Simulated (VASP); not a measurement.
Write the native input for VASP 6.6.1 that does the following.

* Task: single point
* Functional: PBE
* Potentials or basis: VASP PAW PBE potentials, release 64 (Mg, Cu, O)
* Cutoff: 520 eV
* k mesh: 2 × 2 × 2
* Occupations: fermi-dirac, width 0.01 eV
* Spin: no spin polarisation
* Dipole correction: no
* Further INCAR settings: LREAL = Auto; ALGO = Normal; EDIFF = 1e-06; NBANDS = 50

The structure of Mg7CuO8 (a cell with a defect) lies in POSCAR:

```
Mg7CuO8
1.0
    0.0000000000      4.3554000000      4.3554000000
    4.3554000000      0.0000000000      4.3554000000
    4.3554000000      4.3554000000      0.0000000000
Mg Cu O
7 1 8
Direct
    0.0000000000      0.0000000000      0.0000000000
    0.0000000000      0.0000000000      0.5000000000
    0.0000000000      0.5000000000      0.0000000000
    0.0000000000      0.5000000000      0.5000000000
    0.5000000000      0.0000000000      0.5000000000
    0.5000000000      0.5000000000      0.0000000000
    0.5000000000      0.5000000000      0.5000000000
    0.5000000000      0.0000000000      0.0000000000
    0.2500000000      0.2500000000      0.2500000000
    0.2500000000      0.2500000000      0.7500000000
    0.2500000000      0.7500000000      0.2500000000
    0.2500000000      0.7500000000      0.7500000000
    0.7500000000      0.2500000000      0.2500000000
    0.7500000000      0.2500000000      0.7500000000
    0.7500000000      0.7500000000      0.2500000000
    0.7500000000      0.7500000000      0.7500000000
```

One way to write it, as run:

INCAR

```
SYSTEM = Mg7CuO8
  PREC = Accurate
  ENCUT = 520
  EDIFF = 1E-6
  ISMEAR = -1
  SIGMA = 0.01
  LREAL = Auto
  LASPH = .TRUE.
  NELM = 60
  ALGO = Normal
  ISIF = 2
  LWAVE = .FALSE.
  LCHARG = .FALSE.
  GGA = PE
  NBANDS = 50
```

KPOINTS

```
regular mesh
0
G
  2 2 2
  0 0 0
```

Potentials or basis: VASP PAW PBE potentials, release 64 (Mg, Cu, O).

Launch:

```bash
$ cat potpaw_PBE.64/Mg/POTCAR potpaw_PBE.64/Cu/POTCAR potpaw_PBE.64/O/POTCAR > POTCAR
$ mpirun -np 1 vasp_std > vasp.out
```

Results of the run:

| Item | Value |
| --- | --- |
| Pressure | -9.5 GPa |
| Largest force | 0.425 eV/Å |

Caveat: the k points lie up to 0.62 Å⁻¹ apart; an odd number of electrons without spin polarisation forces a metal; a magnetic or distorted state may lie lower.

Run time: 47 s on 1 thread of Intel(R) Xeon(R) 6975P-C (Granite Rapids) (shared host), peak memory 0.31 GiB.
